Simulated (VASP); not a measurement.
A run of VASP 6.6.1:

Contents of INCAR:

```
SYSTEM = TlBr
PREC = Accurate
ENCUT = 500
EDIFF = 1E-6
ISMEAR = 0
SIGMA = 0.1
LREAL = .FALSE.
LASPH = .TRUE.
NELM = 120
ALGO = Normal
ISIF = 2
LWAVE = .FALSE.
LCHARG = .FALSE.
GGA = PE
NBANDS = 17
GGA_COMPAT = .FALSE.
```

File KPOINTS:

```
regular mesh
0
G
  4 4 4
  0 0 0
```

The input POSCAR:

```
TlBr
1.0
    3.9700000000      0.0000000000      0.0000000000
    0.0000000000      3.9700000000      0.0000000000
    0.0000000000      0.0000000000      3.9700000000
Tl Br
1 1
Direct
    0.0000000000      0.0000000000      0.0000000000
    0.5000000000      0.5000000000      0.5000000000
```

Potentials or basis: VASP PAW PBE potentials, release 64 (Tl_d, Br).

Command:

```bash
$ cat potpaw_PBE.64/Tl_d/POTCAR potpaw_PBE.64/Br/POTCAR > POTCAR
$ mpirun -np 1 vasp_std > vasp.out
```

Hardware: 1 thread of Intel Xeon 8259CL (shared host).

Question: Estimate the wall time of this run.

Answer: It took 17 s on 1 thread of Intel Xeon 8259CL (shared host), peak memory 0.17 GiB. Counts: scf iterations 12, k points 10.
